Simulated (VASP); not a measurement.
# AlCo (rocksalt type) (Fm-3m) in VASP: single point with LDA

Aim: the single point of AlCo (rocksalt type) with LDA.

All numbers are computed with VASP 6.6.1; they aren't measurements. Logs are shortened: lines on timing, memory, paths and dates and some standing lists are left out, and cuts for length are marked.

## Step 1: The cell of the first run

It takes space group Fm-3m (No. 225, cubic). Conventional cell: a = 3.835 Å, b = 3.835 Å, c = 3.835 Å, α = 90.00°, β = 90.00°, γ = 90.00°. Co (site symmetry m-3m) has 6 Al at 1.92 Å within 2.5 Å. Al (site symmetry m-3m) has 6 Co at 1.92 Å within 2.5 Å.

## Step 2: Single point, LDA (7.05 Å³/atom)

Contents of POSCAR:

```
AlCo
1.0
    0.0000000000      1.9174779509      1.9174779509
    1.9174779509      0.0000000000      1.9174779509
    1.9174779509      1.9174779509      0.0000000000
Co Al
1 1
Direct
    0.0000000000      0.0000000000      0.0000000000
    0.5000000000      0.5000000000      0.5000000000
```

Contents of INCAR.step1:

```
SYSTEM = AlCo
ALGO = Normal ; EDIFF = 1E-7
ENCUT = 520 ; GGA = CA
ISIF = 2 ; ISMEAR = -1
LASPH = .TRUE. ; LCHARG = .TRUE.
LMAXMIX = 4 ; LREAL = .FALSE.
LWAVE = .FALSE. ; NBANDS = 13
NELM = 60 ; PREC = Accurate
SIGMA = 0.08
```

Contents of KPOINTS.step1:

```
k-points
0
G
  15 15 15
  0 0 0
```

Contents of INCAR.step2:

```
SYSTEM = AlCo
ALGO = Normal ; EDIFF = 1E-7
ENCUT = 520 ; GGA = CA
ICHARG = 11 ; ISIF = 2
ISMEAR = -5 ; LASPH = .TRUE.
LCHARG = .FALSE. ; LMAXMIX = 4
LORBIT = 11 ; LREAL = .FALSE.
LWAVE = .FALSE. ; NEDOS = 1001
NELM = 60 ; PREC = Accurate
SIGMA = 0.08
```

Contents of KPOINTS.step2:

```
k-points
0
G
  23 23 23
  0 0 0
```

Potentials or basis: VASP PAW LDA potentials, release 64 (Co, Al).

Started as:

```bash
> cat potpaw_LDA.64/Co/POTCAR potpaw_LDA.64/Al/POTCAR > POTCAR
> cp INCAR.step1 INCAR
> cp KPOINTS.step1 KPOINTS
> mpirun -np 1 vasp_std > vasp.out
> cp INCAR.step2 INCAR
> cp KPOINTS.step2 KPOINTS
> mpirun -np 1 vasp_std > vasp.out
```

OUTCAR:

```text
SYSTEM = AlCo
   EDIFF = 1E-7
   ENCUT = 520
   GGA = CA
   ICHARG = 11
   ISIF = 2
   ISMEAR = -5
   LASPH = .TRUE.
   LORBIT = 11
   LREAL = .FALSE.
   NELM = 60
   PREC = Accurate

 ion  position               nearest neighbor table
   1  0.000  0.000  0.000-   2 1.92   2 1.92   2 1.92   2 1.92   2 1.92   2 1.92
   2  0.500  0.500  0.500-   1 1.92   1 1.92   1 1.92   1 1.92   1 1.92   1 1.92

  LATTYP: Found a face centered cubic cell.
 ALAT       =     3.8349559018

  Lattice vectors:

 A1 = (   0.0000000000,   1.9174779509,   1.9174779509)
 A2 = (   1.9174779509,   0.0000000000,   1.9174779509)
 A3 = (   1.9174779509,   1.9174779509,   0.0000000000)

Analysis of symmetry for initial positions (statically):
=====================================================================
 Subroutine PRICEL returns:
 Original cell was already a primitive cell.

 Routine SETGRP: Setting up the symmetry group for a
 face centered cubic supercell.

 Subroutine GETGRP returns: Found 48 space group operations
 (whereof 48 operations were pure point group operations)
 out of a pool of 48 trial point group operations.

The static configuration has the point symmetry O_h .

Analysis of symmetry for dynamics (positions and initial velocities):
=====================================================================
 Subroutine PRICEL returns:
 Original cell was already a primitive cell.

 Routine SETGRP: Setting up the symmetry group for a
 face centered cubic supercell.

 Subroutine GETGRP returns: Found 48 space group operations
 (whereof 48 operations were pure point group operations)
 out of a pool of 48 trial point group operations.

The dynamic configuration has the point symmetry O_h .

 Subroutine INISYM returns: Found 48 space group operations
 (whereof 48 operations are pure point group operations),
 and found     1 'primitive' translations

----------------------------------------------------------------------------------------

                                     Primitive cell

  volume of cell :      14.1001

  direct lattice vectors                    reciprocal lattice vectors
     0.000000000  1.917477951  1.917477951    -0.260759191  0.260759191  0.260759191
     1.917477951  0.000000000  1.917477951     0.260759191 -0.260759191  0.260759191
     1.917477951  1.917477951  0.000000000     0.260759191  0.260759191 -0.260759191

  length of vectors
     2.711723324  2.711723324  2.711723324     0.451648168  0.451648168  0.451648168

  position of ions in fractional coordinates (direct lattice)
     0.000000000  0.000000000  0.000000000
[... 96 lines left out ...]
   EFERMI_NEDOS =   21; number of points for ismear=-14 and -15
   IALGO  =     38    algorithm
   IMIX   =      4    mixing-type and parameters
     AMIX     =   0.40;   BMIX     =  1.00
     AMIX_MAG =   1.60;   BMIX_MAG =  1.00
  volume/ion in A,a.u.               =       7.05        47.58
  Fermi-wavevector in a.u.,A,eV,Ry     =   1.551416  2.931751 32.747739  2.406891
  Thomas-Fermi vector in A             =   2.655938
   LORBIT       =     11    0 simple, 1 ext, 2 COOP (PROOUT), +10 PAW based schemes
   GGA     = CA    functional components
   LHFCALC =     F    Hartree Fock is set to
   AEXX    =    0.0000 exact exchange contribution
   IVDW    =     0    specifies the selected vdW correction
   LEPSILON=     F    determine dielectric tensor
   LRPA    =     F    only Hartree local field effects (RPA)
 non-spin polarized calculation
 Fermi weights with tetrahedron method with Bloechl corrections
  energy-cutoff  :      520.00
  volume of cell :       14.10
 maximum number of plane-waves:       388

 number of electron      11.9999993 magnetization

 Free energy of the ion-electron system (eV)
  ---------------------------------------------------
  ext. energy  EPLUGINS =         0.00000000
  ---------------------------------------------------
  free energy    TOTEN  =        -5.69176673 eV

  energy without entropy =       -5.69176673  energy(sigma->0) =       -5.69176673

 E-fermi :  19.4691     XC(G=0): -15.0568

 val. band max:       19.5134663156   @ k =  -0.3043   0.4348   0.1739
 cond. band min:      19.3925549679   @ k =  -0.3478   0.3478   0.1304
 fundamental gap:     -0.1209113477
 Fermi energy:        19.4691202524

 k-point     1 :       0.0000    0.0000    0.0000
  band No.  band energies     occupation
      1       4.3399      2.00000
      2      14.6439      2.00000
      3      14.6439      2.00000
      4      14.6439      2.00000
      5      15.3904      2.00000
      6      15.3904      2.00000
      7      31.8702      0.00000
      8      32.6139      0.00000
      9      32.6139      0.00000
     10      32.6139      0.00000
[... 287 lines left out ...]
 k-point    24 :      -0.4783    0.0435    0.0000
  band No.  band energies     occupation
      1       9.7425      2.00000
      2      11.9014      2.00000
      3      14.4387      2.00000
      4      14.5058      2.00000
      5      17.3698      2.00000
      6      17.4322      2.00000
      7      19.9559      0.00000
      8      28.3859      0.00000
      9      28.6324      0.00000
     10      31.7919      0.00000

 [... further k-points ...]

------------------------ aborting loop because EDIFF is reached ----------------------------------------

  FORCE on cell =-STRESS in cart. coord.  units (eV):
  Direction    XX          YY          ZZ          XY          YZ          ZX
  --------------------------------------------------------------------------------------
  -------------------------------------------------------------------------------------
  Total       25.4711735     25.4711735     25.4711735     -0.0000000     -0.0000000     -0.0000000
  in kB     2894.2657492   2894.2657492   2894.2657492     -0.0000000     -0.0000000     -0.0000000
  external PRESSURE =    2894.2657492 kB  Pullay stress =       0.0000000 kB

 VOLUME and BASIS-vectors are now :
 -----------------------------------------------------------------------------
  energy-cutoff  :      520.00
  volume of cell :       14.10
      direct lattice vectors                 reciprocal lattice vectors
     0.000000000  1.917477951  1.917477951    -0.260759191  0.260759191  0.260759191
     1.917477951  0.000000000  1.917477951     0.260759191 -0.260759191  0.260759191
     1.917477951  1.917477951  0.000000000     0.260759191  0.260759191 -0.260759191

 POSITION                                       TOTAL-FORCE (eV/Angst)
 -----------------------------------------------------------------------------------
      0.00000      0.00000      0.00000        -0.000000     -0.000000     -0.000000
      1.91748      1.91748      1.91748         0.000000      0.000000      0.000000
 -----------------------------------------------------------------------------------
    total drift:                                0.000000     -0.000000     -0.000000

  FREE ENERGIE OF THE ION-ELECTRON SYSTEM (eV)
  ---------------------------------------------------
  free  energy   TOTEN  =        -5.6917667338 eV

  energy  without entropy=       -5.6917667338  energy(sigma->0) =       -5.69176673

 total charge

# of ion       s       p       d       tot
------------------------------------------
    1        0.634   0.870   8.560  10.063
    2        0.616   0.764   0.000   1.381
--------------------------------------------------
tot          1.250   1.634   8.560  11.444
```

OUTCAR.step1:

```text
SYSTEM = AlCo
   EDIFF = 1E-7
   ENCUT = 520
   GGA = CA
   ISIF = 2
   ISMEAR = -1
   LASPH = .TRUE.
[... 604 lines left out ...]
      0.00000      0.00000      0.00000         0.000000      0.000000      0.000000
      1.91748      1.91748      1.91748        -0.000000     -0.000000      0.000000
 -----------------------------------------------------------------------------------
    total drift:                                0.000000     -0.000000     -0.000000

  FREE ENERGIE OF THE ION-ELECTRON SYSTEM (eV)
  ---------------------------------------------------
  free  energy   TOTEN  =        -5.6954519861 eV

  energy  without entropy=       -5.6863515382  energy(sigma->0) =       -5.69090176
```

OSZICAR.step1:

```text
N       E                     dE             d eps       ncg     rms          rms(c)
DAV:   1     0.512477876370E+02    0.51248E+02   -0.54805E+03  3240   0.113E+03
DAV:   2    -0.420181257110E+01   -0.55450E+02   -0.51135E+02  3435   0.202E+02
DAV:   3    -0.610590048025E+01   -0.19041E+01   -0.18961E+01  3720   0.418E+01
DAV:   4    -0.613093024418E+01   -0.25030E-01   -0.25023E-01  3660   0.439E+00
DAV:   5    -0.613167566134E+01   -0.74542E-03   -0.74540E-03  3791   0.769E-01    0.161E+01
DAV:   6    -0.585934042805E+01    0.27234E+00   -0.89779E-01  3793   0.147E+01    0.699E+00
DAV:   7    -0.576498669308E+01    0.94354E-01   -0.63334E-01  3765   0.144E+01    0.639E+00
DAV:   8    -0.569535842442E+01    0.69628E-01   -0.17977E-01  4051   0.597E+00    0.555E-01
DAV:   9    -0.569550039054E+01   -0.14197E-03   -0.25630E-03  3455   0.462E-01    0.208E-01
DAV:  10    -0.569546506961E+01    0.35321E-04   -0.16443E-04  4365   0.190E-01    0.542E-02
DAV:  11    -0.569545194382E+01    0.13126E-04   -0.21326E-05  4158   0.431E-02    0.431E-02
DAV:  12    -0.569545198612E+01   -0.42304E-07   -0.28882E-07  3674   0.588E-03
   1 F= -.56954520E+01 E0= -.56909018E+01  d E =-.910045E-02
```

It took 70 s on 1 thread of Intel Xeon 8259CL, shared host; peak memory 0.18 GiB.

Results:

| Item | Value |
| --- | --- |
| Valence electrons inside the program's atomic spheres | Co 10.06; Al 1.38 |

Caveat: the run has no spin polarisation, though such a crystal can be magnetic; tetrahedron occupations give inexact forces and stress in metals.
